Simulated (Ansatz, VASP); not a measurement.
**As: VASP beside Ansatz**

INCAR

```
SYSTEM = As
ALGO = Normal ; EDIFF = 1E-6
ENCUT = 520 ; GGA = PS
ISIF = 2 ; ISMEAR = -1
LASPH = .TRUE. ; LCHARG = .TRUE.
LELF = .TRUE. ; LREAL = .FALSE.
LVHAR = .TRUE. ; LWAVE = .FALSE.
NBANDS = 8 ; NELM = 100
PREC = Accurate ; SIGMA = 0.05
```

KPOINTS

```
k-points
0
G
  8 8 8
  0 0 0
```

File POSCAR:

```
As
1.0
    2.7307185618      0.0000000000      0.0000000000
    0.0000000000      2.7307185618      0.0000000000
    0.0000000000      0.0000000000      2.7036817444
As
1
Direct
    0.5000000000      0.5000000000      0.5000000000
```

The input input.yaml:

```yaml
crystal:
  lattice:
    - [2.7307185618, 0.0, 0.0]
    - [0.0, 2.7307185618, 0.0]
    - [0.0, 0.0, 2.7036817444]
  atoms:
    - { symbol: As, position: [0.5, 0.5, 0.5] }
hamiltonian:
  xc: pbesol
  pseudopotentials: { kind: paw }
kpoints:
  mp_grid: { grid: [8, 8, 8] }
scf:
  occupations: { method: fermi_dirac, width: 0.05 }
output:
  forces: true
  stress: true
  eigenvalues: true
```

Alike in both runs: task single point; functional PBEsol; k mesh 8 × 8 × 8; occupations fermi-dirac, width 0.05 eV; no spin polarisation.

```csv
,VASP,Ansatz
version,VASP 6.6.1,Ansatz 0.2.0
potentials or method,"VASP PAW PBE potentials, release 64 (As)",Ansatz PAW
plane-wave cutoff (eV),520,420
valence electrons in the cell,5,15
```

Ansatz gave:

| Property | Result |
| --- | --- |
| gap on the k mesh at the Fermi level (eV) | none |
| pressure (GPa) | -2.2 |
| traceless stress, the component that is largest in VASP (GPa) | 0.15 |

Problem. Estimate VASP's values.

Solution. gap on the k mesh at the Fermi level (eV): none; pressure (GPa): -1.9; traceless stress, the component that is largest in VASP (GPa): 0.17.

VASP's potentials were made for PBE, not for PBEsol. A gap of «none» marks a metal or a gap that the smearing closes. VASP's potentials hold 5 valence electrons a cell and Ansatz's 15, so a difference there can come from the potentials and not from the codes.
